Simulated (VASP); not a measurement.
# HPbNO4 (P1) in VASP: notebook

HPbNO4 is run at these levels: PBE, r2SCAN; tasks: single point.

Program: VASP 6.6.1. These are calculated values, not measurements. Logs are shortened: lines on timing, memory, paths and dates and some standing lists are left out, and cuts for length are marked.

### 1 The cell of the first run

The typed cell holds 7 atoms: a = 4.204 Å, b = 4.339 Å, c = 6.729 Å, α = 71.95°, β = 72.29°, γ = 62.23°.

### 2 Single point, PBE

The input, INCAR:

```
ALGO = Normal ; EDIFF = 1E-6
ENCUT = 520 ; GGA = PE
ISIF = 2 ; ISMEAR = 0
LASPH = T ; LCHARG = F
LREAL = F ; LWAVE = F
NBANDS = 31 ; NELM = 60
PREC = Accurate ; SIGMA = 0.02
```

The input, KPOINTS:

```
k-points
0
Gamma
  6 6 4
```

The input, POSCAR:

```
HPbNO4
1.0
    4.1992333042      0.1111690396      0.1681686480
    1.9160031303      3.8913215333      0.1256812733
    1.7608518629      1.2525922712      6.3726651046
H Pb N O
1 1 1 4
Direct
    0.8914524693      0.6820195829      0.6279641989
    0.1442604633      0.9287200241      0.8835175531
    0.2566946597      0.2886125609      0.3017057778
    0.8310816001      0.6505605158      0.7840518991
    0.3869424009      0.2238031025      0.1129480976
    0.3110391556      0.0357624470      0.4585633194
    0.0772633809      0.6063281167      0.3227509643
```

Potentials or basis: VASP PAW PBE potentials, release 64 (H, Pb_d, N, O).

Run with:

```sh
cat potpaw_PBE.64/H/POTCAR potpaw_PBE.64/Pb_d/POTCAR potpaw_PBE.64/N/POTCAR potpaw_PBE.64/O/POTCAR > POTCAR
mpirun -np 1 vasp_std > vasp.out
```

OUTCAR:

```text
EDIFF = 1E-6
   ENCUT = 520
   GGA = PE
   ISIF = 2
   ISMEAR = 0
   LASPH = T
   LREAL = F
   NELM = 60
   PREC = Accurate

 ion  position               nearest neighbor table
   1  0.891  0.682  0.628-   4 0.98
   2  0.144  0.929  0.884-   4 2.48   4 2.51   6 2.67   4 2.72   5 2.81   7 2.84   5 2.91   5 2.93

   3  0.257  0.289  0.302-   6 1.25   7 1.26   5 1.28
   4  0.831  0.651  0.784-   1 0.98   2 2.48   2 2.51   2 2.72
   5  0.387  0.224  0.113-   3 1.28   2 2.81   2 2.91   2 2.93
   6  0.311  0.036  0.459-   3 1.25   2 2.67
   7  0.077  0.606  0.323-   3 1.26   2 2.84

  LATTYP: Found a triclinic cell.
 ALAT       =     6.7290747667
 B/A-ratio  =     1.0080431462
 C/A-ratio  =     0.6247618810
 COS(alpha) =     0.0037060466
 COS(beta)  =     0.3041821361
 COS(gamma) =     0.7937729828

  Lattice vectors:

 A1 = (   1.7608518629,   1.2525922712,   6.3726651046)
 A2 = (  -0.1551512674,  -2.6387292621,   6.2469838313)
 A3 = (   4.1992333042,   0.1111690396,   0.1681686480)

Analysis of symmetry for initial positions (statically):
=====================================================================
 Subroutine PRICEL returns:
 Original cell was already a primitive cell.

 Routine SETGRP: Setting up the symmetry group for a
 triclinic supercell.

 Subroutine GETGRP returns: Found  1 space group operations
 (whereof  1 operations were pure point group operations)
 out of a pool of  2 trial point group operations.

The static configuration has the point symmetry C_1 .

Analysis of symmetry for dynamics (positions and initial velocities):
=====================================================================
 Subroutine PRICEL returns:
 Original cell was already a primitive cell.

 Routine SETGRP: Setting up the symmetry group for a
 triclinic supercell.

 Subroutine GETGRP returns: Found  1 space group operations
 (whereof  1 operations were pure point group operations)
 out of a pool of  2 trial point group operations.

The dynamic configuration has the point symmetry C_1 .

 Subroutine INISYM returns: Found  1 space group operations
 (whereof  1 operations are pure point group operations),
 and found     1 'primitive' translations

----------------------------------------------------------------------------------------

                                     Primitive cell

  volume of cell :     101.3904

  direct lattice vectors                    reciprocal lattice vectors
     4.199233304  0.111169040  0.168168648     0.243027533 -0.118243333 -0.043910169
     1.916003130  3.891321533  0.125681273    -0.004909698  0.261012724 -0.049947277
     1.760851863  1.252592271  6.372665105    -0.006316440 -0.002027345  0.159064023

  length of vectors
     4.204069409  4.339268032  6.729074767     0.273810100  0.265794052  0.159202296

  position of ions in fractional coordinates (direct lattice)
     0.891452469  0.682019583  0.627964199
     0.144260463  0.928720024  0.883517553
     0.256694660  0.288612561  0.301705778
     0.831081600  0.650560516  0.784051899
     0.386942401  0.223803102  0.112948098
     0.311039156  0.035762447  0.458563319
     0.077263381  0.606328117  0.322750964

  ion indices of the primitive-cell ions
   primitive index   ion index
                 1           1
                 2           2
                 3           3
                 4           4
                 5           5
                 6           6
                 7           7

----------------------------------------------------------------------------------------

 KPOINTS: k-points

Automatic generation of k-mesh.
 Grid dimensions read from file:
 generate k-points for:    6    6    4

 Generating k-lattice:

  Cartesian coordinates                     Fractional coordinates (reciprocal lattice)
     0.040504589 -0.019707222 -0.007318361     0.166666667 -0.000000000 -0.000000000
    -0.000818283  0.043502121 -0.008324546    -0.000000000  0.166666667  0.000000000
    -0.001579110 -0.000506836  0.039766006     0.000000000  0.000000000  0.250000000

  Length of vectors
     0.045635017  0.044299009  0.039800574

  Shift w.r.t. Gamma in fractional coordinates (k-lattice)
     0.000000000  0.000000000  0.000000000

 Subroutine IBZKPT returns following result:
 ===========================================

 Found     76 irreducible k-points:

 Following reciprocal coordinates:
            Coordinates               Weight
  0.000000  0.000000  0.000000      1.000000
  0.166667  0.000000  0.000000      2.000000
  0.333333 -0.000000 -0.000000      2.000000
  0.500000  0.000000  0.000000      1.000000
  0.000000  0.166667  0.000000      2.000000
  0.166667  0.166667  0.000000      2.000000
[... 16 lines left out ...]
  0.333333  0.000000  0.250000      2.000000
  0.500000 -0.000000  0.250000      2.000000
 [... further k-points ...]
   k-points           NKPTS =     76   k-points in BZ     NKDIM =     76   number of bands    NBANDS=     31
   number of dos      NEDOS =    301   number of ions     NIONS =      7
   total plane-waves  NPLWV =  51200
   dimension x,y,z NGX =    32 NGY =   32 NGZ =   50
   dimension x,y,z NGXF=    64 NGYF=   64 NGZF=  100
   ions per type =               1   1   1   4
   NGX,Y,Z   is equivalent  to a cutoff of  12.65, 12.26, 12.35 a.u.
   NGXF,Y,Z  is equivalent  to a cutoff of  25.31, 24.52, 24.71 a.u.
 SYSTEM =  unknown system
   PREC   = accura    normal or accurate (medium, high low for compatibility)
   ISTART =      0    job   : 0-new  1-cont  2-samecut
   ICHARG =      2    charge: 1-file 2-atom 10-const
   ISPIN  =      1    spin polarized calculation?
   LNONCOLLINEAR =      F non collinear calculations
   LSORBIT =      F    spin-orbit coupling
   LASPH  =      T    aspherical Exc in radial PAW
   ENCUT  =  520.0 eV  38.22 Ry    6.18 a.u.   7.82  8.07 12.51*2*pi/ulx,y,z
   NELM   =     60;   NELMIN=  2; NELMDL= -5     # of ELM steps
   EDIFF  = 0.1E-05   stopping-criterion for ELM
   LREAL  =      F    real-space projection
   EDIFFG = 0.1E-04   stopping-criterion for IOM
   NSW    =      0    number of steps for IOM
   IBRION =     -1    ionic relax: 0-MD 1-quasi-New 2-CG
   NFREE  =      0    steps in history (QN), initial steepest desc. (CG)
   ISIF   =      2    stress and relaxation
   ISYM   =      2    0-nonsym 1-usesym 2-fastsym
   POTIM  = 0.5000    time-step for ionic-motion
   TEBEG  =    0.0;   TEEND  =   0.0 temperature during run
   PSTRESS=    0.0 pullay stress
   NELECT =      44.0000    total number of electrons
   NUPDOWN=      -1.0000    fix difference up-down
   EMIN   =  10.00;   EMAX   =-10.00  energy-range for DOS
   EFERMI =   0.00;   METHOD = LEGACY
   ISMEAR =     0;   SIGMA  =   0.02  broadening in eV -4-tet -1-fermi 0-gaus
   EFERMI_NEDOS =   21; number of points for ismear=-14 and -15
   IALGO  =     38    algorithm
   IMIX   =      4    mixing-type and parameters
     AMIX     =   0.40;   BMIX     =  1.00
     AMIX_MAG =   1.60;   BMIX_MAG =  1.00
  volume/ion in A,a.u.               =      14.48        97.75
  Fermi-wavevector in a.u.,A,eV,Ry     =   1.239444  2.342209 20.901547  1.536220
  Thomas-Fermi vector in A             =   2.373927
   LORBIT       =      0    0 simple, 1 ext, 2 COOP (PROOUT), +10 PAW based schemes
   GGA     = PE    functional components
   LHFCALC =     F    Hartree Fock is set to
   AEXX    =    0.0000 exact exchange contribution
   IVDW    =     0    specifies the selected vdW correction
   LEPSILON=     F    determine dielectric tensor
   LRPA    =     F    only Hartree local field effects (RPA)
 non-spin polarized calculation
 Gauss-broadening in eV      SIGMA  =   0.02
  energy-cutoff  :      520.00
  volume of cell :      101.39
 maximum number of plane-waves:      2751
   NGX = 15   NGY = 17   NGZ = 25

 number of electron      43.9999999 magnetization

 Free energy of the ion-electron system (eV)
  ---------------------------------------------------
  ext. energy  EPLUGINS =         0.00000000
  ---------------------------------------------------
  free energy    TOTEN  =       -40.42856185 eV

  energy without entropy =      -40.42856185  energy(sigma->0) =      -40.42856185

 E-fermi :   1.0538     XC(G=0):  -8.6162

 val. band max:        0.9376800891   @ k =  -0.3333   0.3333   0.2500
 cond. band min:       3.7310942976   @ k =  -0.3333   0.3333   0.2500
 fundamental gap:      2.7934142085
 Fermi energy:         1.0538275960

 k-point     1 :       0.0000    0.0000    0.0000
  band No.  band energies     occupation
      1     -25.0496      2.00000
      2     -19.6402      2.00000
      3     -19.3120      2.00000
      4     -16.7639      2.00000
      5     -14.4381      2.00000
      6     -14.4183      2.00000
[... 23 lines left out ...]
     30      12.4354      0.00000
     31      13.0518      0.00000

 k-point     2 :       0.1667    0.0000    0.0000
  band No.  band energies     occupation
      1     -25.0429      2.00000
      2     -19.6517      2.00000
      3     -19.3152      2.00000
      4     -16.7590      2.00000
      5     -14.4446      2.00000
      6     -14.4335      2.00000
[... 23 lines left out ...]
     30      11.8738      0.00000
     31      12.5501      0.00000

 k-point     3 :       0.3333   -0.0000   -0.0000
  band No.  band energies     occupation
      1     -25.0293      2.00000
      2     -19.6758      2.00000
      3     -19.3200      2.00000
      4     -16.7516      2.00000
      5     -14.4502      2.00000
      6     -14.4351      2.00000
[... 23 lines left out ...]
     30      11.3998      0.00000
     31      12.4538      0.00000

 k-point     4 :       0.5000    0.0000    0.0000
  band No.  band energies     occupation
      1     -25.0224      2.00000
      2     -19.6883      2.00000
      3     -19.3215      2.00000
      4     -16.7492      2.00000
      5     -14.4509      2.00000
      6     -14.4350      2.00000
[... 23 lines left out ...]
     30      11.0420      0.00000
     31      12.3614      0.00000

 k-point     5 :       0.0000    0.1667    0.0000
  band No.  band energies     occupation
      1     -25.0385      2.00000
      2     -19.6673      2.00000
      3     -19.3188      2.00000
      4     -16.7594      2.00000
      5     -14.4433      2.00000
      6     -14.4215      2.00000
[... 23 lines left out ...]
     30      12.0391      0.00000
     31      12.8066      0.00000
[... 542 lines left out ...]
     30      12.2439      0.00000
     31      12.9545      0.00000

 k-point    22 :       0.1667    0.0000    0.2500
  band No.  band energies     occupation
      1     -25.0423      2.00000
      2     -19.6553      2.00000
      3     -19.3158      2.00000
      4     -16.7568      2.00000
      5     -14.4429      2.00000
      6     -14.4337      2.00000
[... 23 lines left out ...]
     30      11.9538      0.00000
     31      12.7506      0.00000

 k-point    23 :       0.3333    0.0000    0.2500
  band No.  band energies     occupation
      1     -25.0289      2.00000
      2     -19.6790      2.00000
      3     -19.3193      2.00000
      4     -16.7515      2.00000
      5     -14.4434      2.00000
      6     -14.4370      2.00000
[... 23 lines left out ...]
     30      11.7351      0.00000
     31      12.6018      0.00000

 k-point    24 :       0.5000   -0.0000    0.2500
  band No.  band energies     occupation
      1     -25.0220      2.00000
      2     -19.6914      2.00000
      3     -19.3215      2.00000
      4     -16.7487      2.00000
      5     -14.4472      2.00000
      6     -14.4355      2.00000
[... 23 lines left out ...]
     30      11.6629      0.00000
     31      12.3495      0.00000

 [... further k-points ...]
[... 5 lines left out ...]
  --------------------------------------------------------------------------------------
  -------------------------------------------------------------------------------------
  Total       -0.1356326      0.6189247      0.6393735     -0.0370015     -0.0594164     -0.0211197
  in kB       -2.1432750      9.7802854     10.1034181     -0.5847002     -0.9389017     -0.3337343
  external PRESSURE =       5.9134762 kB  Pullay stress =       0.0000000 kB

 VOLUME and BASIS-vectors are now :
 -----------------------------------------------------------------------------
  energy-cutoff  :      520.00
  volume of cell :      101.39
      direct lattice vectors                 reciprocal lattice vectors
     4.199233304  0.111169040  0.168168648     0.243027533 -0.118243333 -0.043910169
     1.916003130  3.891321533  0.125681273    -0.004909698  0.261012724 -0.049947277
     1.760851863  1.252592271  6.372665105    -0.006316440 -0.002027345  0.159064023

 POSITION                                       TOTAL-FORCE (eV/Angst)
 -----------------------------------------------------------------------------------
      6.15592      3.53964      4.23744         0.003460     -0.007593     -0.109158
      3.94096      4.73667      5.77134         0.000858      0.007101      0.001441
      2.16216      1.52954      2.00211         0.006856     -0.047145     -0.082132
      6.11698      3.60603      5.21803        -0.003885      0.005316      0.097439
      2.25255      1.05538      0.81298         0.022079     -0.117825     -0.292341
      2.18211      0.74813      2.97907         0.005976     -0.255729      0.336761
      2.05449      2.77228      2.14598        -0.035343      0.415875      0.047989
 -----------------------------------------------------------------------------------
    total drift:                               -0.000565     -0.000137     -0.000629

  FREE ENERGIE OF THE ION-ELECTRON SYSTEM (eV)
  ---------------------------------------------------
  free  energy   TOTEN  =       -40.4285618534 eV

  energy  without entropy=      -40.4285618534  energy(sigma->0) =      -40.42856185
```

Wall time 4.3 min (1 thread of Oxide Virtual Turin-like, shared host); peak memory 0.33 GiB.

What came out:

- Free energy: -40.4286 eV
- Pressure: 0.6 GPa
- Largest force: 0.423 eV/Å
- Band gap on the k mesh: 2.79 eV, direct

Forces on the atoms (eV/Å):
```
H    0.003 -0.008 -0.109
Pb   0.001  0.007  0.001
N    0.007 -0.047 -0.082
O   -0.004  0.005  0.097
O    0.022 -0.118 -0.292
O    0.006 -0.256  0.337
O   -0.035  0.416  0.048
```

Levels at points of the mesh, in eV from the valence-band top:
```csv
k point,band 18,band 19,band 20,band 21,band 22,band 23,band 24,band 25,band 26,band 27
"(0.00, 0.00, 0.00)",-2.09,-2.08,-1.59,-1.39,-0.76,3.52,4.29,5.44,6.20,6.26
"(0.50, 0.00, 0.00)",-2.34,-1.96,-1.51,-0.71,-0.26,3.06,4.50,5.44,6.51,8.21
"(0.00, 0.50, 0.00)",-2.35,-1.58,-1.44,-0.68,-0.12,2.91,4.03,5.14,6.99,7.79
"(0.50, 0.50, 0.00)",-2.07,-1.87,-1.69,-0.64,-0.34,3.16,4.09,5.40,6.39,8.29
"(0.00, 0.00, 0.50)",-2.05,-1.59,-1.52,-1.32,-0.94,3.42,3.75,5.44,6.26,7.54
"(0.50, 0.00, 0.50)",-2.06,-1.97,-1.66,-0.60,-0.30,3.20,4.06,5.30,6.50,8.27
"(0.00, 0.50, 0.50)",-2.26,-1.94,-1.49,-0.46,-0.23,2.93,3.84,5.52,6.99,7.06
"(0.50, 0.50, 0.50)",-2.29,-1.89,-1.58,-0.78,-0.28,2.99,4.57,5.52,6.40,8.21
```

Caveat: the standard files for N, O and F lose accuracy on very short bonds; spin-orbit coupling is left out, which moves the levels of the heavy elements.

(Part 1 of 2 ends here.)
